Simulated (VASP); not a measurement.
## Ag: relaxation of cell and atoms with PBEsol

The system is Ag.

```
Ag
1.0
    -1.45511    1.45511    1.45511
     1.45511   -1.45511    1.45511
     1.45511    1.45511   -1.45511
Ag
1
Direct
  0.00000 0.00000 0.00000
```

This isn't the form of Ag at room conditions, which is fcc.

```
Program                : VASP 6.6.1
Task                   : relaxation of cell and atoms
Functional             : PBEsol
Potentials or basis    : VASP PAW PBE potentials, release 64 (Ag)
Cutoff                 : 600 eV
k mesh                 : 20 × 20 × 20
Occupations            : gaussian, width 0.1 eV
Spin                   : no spin polarisation
Target pressure        : 90 GPa
Dipole correction      : no
Further INCAR settings : ALGO = Normal; EDIFF = 1e-06; IBRION = 2; EDIFFG = -0.008; NSW = 70; ISIF = 3
```

| Quantity | Value |
| --- | --- |
| Relaxed volume | 12.17 Å³/atom |
| Relaxed cell | a = 2.510 Å, b = 2.510 Å, c = 2.510 Å, α = 109.47°, β = 109.47°, γ = 109.47° |
| Space group after relaxing (to 0.1 Å) | Im-3m (No. 229) |
| Energy change on relaxing (the run minimises the enthalpy) | +82.6 meV/atom |
| Ionic steps | 4 |
| Pressure after relaxing | 90.0 GPa |
| Band gap on the k mesh | zero (an odd number of electrons rules out a gap without spin polarisation) |

The path:
| step | energy change (eV) | largest force (eV/Å) | pressure (GPa) | volume (Å³) |
| --- | --- | --- | --- | --- |
| 1 | 0.0000 | 0.0000 | 83.49 | 12.32 |
| 2 | 0.5655 | 0.0000 | 127.06 | 11.45 |
| 3 | 0.0803 | 0.0000 | 89.80 | 12.18 |
| 4 | 0.0826 | 0.0000 | 90.02 | 12.17 |

Final structure:
```
Ag
1.0
    -1.44907    1.44907    1.44907
     1.44907   -1.44907    1.44907
     1.44907    1.44907   -1.44907
Ag
1
Direct
  0.00000 0.00000 0.00000
```

Levels at points of the mesh, in eV from the Fermi level:
```csv
k point,band 3,band 4,band 5,band 6,band 7,band 8
"(0.00, 0.00, 0.00)",-6.80,-6.80,-4.49,-4.49,18.46,18.46
"(0.50, 0.00, 0.00)",-4.55,-4.20,-2.60,-1.26,6.44,13.90
"(0.50, 0.50, 0.50)",-3.06,-3.06,-3.06,7.69,7.69,7.69
```

It took 59 s on 1 thread of Intel Xeon 8259CL, on a shared host, peak memory 0.17 GiB.

Caveat: the cell is relaxed towards a set pressure, so the run minimises the enthalpy, not the energy; the PAW data sets were made with another functional, which shifts forces and pressure a little.
